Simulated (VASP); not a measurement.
# LiC18: single point with PBE

The system is LiC18, a slab with vacuum.

```
CELL_PARAMETERS angstrom
7.39800 0.00000 0.00000
-3.69900 6.40686 0.00000
0.00000 0.00000 12.00000
ATOMIC_POSITIONS crystal
C 0.98847 0.99477 0.08455
C 0.21180 0.10644 0.08462
C 0.98902 0.32755 0.08551
C 0.21122 0.43865 0.08553
C 0.98847 0.65978 0.08454
C 0.21180 0.77145 0.08461
C 0.32347 0.99477 0.08464
C 0.54556 0.10582 0.08562
C 0.32284 0.32853 0.08561
C 0.54458 0.43866 0.08550
C 0.32284 0.66039 0.08561
C 0.54458 0.77200 0.08550
C 0.65568 0.99420 0.08551
C 0.87742 0.10581 0.08557
C 0.65568 0.32756 0.08551
C 0.87742 0.43768 0.08556
C 0.65471 0.66039 0.08553
C 0.87680 0.77144 0.08449
Li 0.09962 0.88280 0.22350
```

```json
{
  "Program": "VASP 6.6.1",
  "Task": "single point",
  "Functional": "PBE",
  "Potentials or basis": "VASP PAW PBE potentials, release 64 (C, Li_sv)",
  "Cutoff": "520 eV",
  "k mesh": "2 × 2 × 1",
  "Occupations": "gaussian, width 0.05 eV",
  "Spin": "collinear spin",
  "Starting moments": "[0.0, 0.0, 0.0, 0.0, 0.0, 0.0, 0.0, 0.0, 0.0, 0.0, 0.0, 0.0, 0.0, 0.0, 0.0, 0.0, 0.0, 0.0, 1.0] μB",
  "Dipole correction": "no",
  "Further INCAR settings": "LREAL = Auto; ALGO = Normal; EDIFF = 1e-06; NBANDS = 56"
}
```

| Property | Result |
| --- | --- |
| Largest force | 0.014 eV/Å |
| Net moment | 0.00 μB per cell |
| Valence electrons inside the program's atomic spheres | C 2.66; Li 2.06 |

Forces in eV/Å, atoms in the order of the input:
```
C   -0.002  0.008  0.002
C   -0.001  0.006 -0.002
C   -0.002  0.003  0.003
C    0.001  0.005 -0.003
C    0.003 -0.003  0.000
C    0.008 -0.005 -0.001
C    0.003 -0.001  0.000
C   -0.003  0.004 -0.001
C    0.001 -0.004  0.000
C    0.004 -0.007 -0.001
C    0.002 -0.001 -0.006
C   -0.003  0.000  0.002
C    0.001  0.002  0.001
C   -0.005  0.004 -0.003
C    0.004  0.001 -0.002
C   -0.008 -0.001 -0.002
C   -0.001 -0.008  0.000
C   -0.003 -0.007  0.001
Li   0.003  0.003  0.013
```

Levels at points of the mesh, in eV from the Fermi level:
Spin up:
```csv
k point,band 33,band 34,band 35,band 36,band 37,band 38,band 39,band 40,band 41,band 42
"(0.00, 0.00, 0.00)",-4.90,-3.31,-3.31,-0.53,-0.53,-0.40,-0.40,1.21,3.09,3.81
"(0.50, 0.00, 0.00)",-3.38,-3.21,-3.01,-3.00,-2.72,1.20,1.62,2.03,2.03,2.04
"(0.00, 0.50, 0.00)",-3.38,-3.21,-3.01,-3.00,-2.72,1.20,1.62,2.03,2.04,2.04
"(0.50, 0.50, 0.00)",-3.38,-3.21,-3.01,-3.00,-2.72,1.20,1.62,2.03,2.04,2.04
```
Spin down:
| k point | band 33 | band 34 | band 35 | band 36 | band 37 | band 38 | band 39 | band 40 | band 41 | band 42 |
| --- | --- | --- | --- | --- | --- | --- | --- | --- | --- | --- |
| (0.00, 0.00, 0.00) | -4.90 | -3.31 | -3.31 | -0.53 | -0.53 | -0.40 | -0.40 | 1.21 | 3.09 | 3.80 |
| (0.50, 0.00, 0.00) | -3.38 | -3.21 | -3.01 | -3.00 | -2.72 | 1.20 | 1.62 | 2.03 | 2.03 | 2.04 |
| (0.00, 0.50, 0.00) | -3.38 | -3.21 | -3.01 | -3.00 | -2.72 | 1.20 | 1.62 | 2.03 | 2.04 | 2.04 |
| (0.50, 0.50, 0.00) | -3.38 | -3.21 | -3.01 | -3.00 | -2.72 | 1.20 | 1.62 | 2.03 | 2.04 | 2.04 |

Wall time 5.9 min on 1 thread of Intel(R) Xeon(R) 6975P-C (Granite Rapids), on a shared host, peak memory 0.85 GiB.

Caveat: the k points lie up to 0.49 Å⁻¹ apart; there is no dipole correction, which matters where the two faces differ.
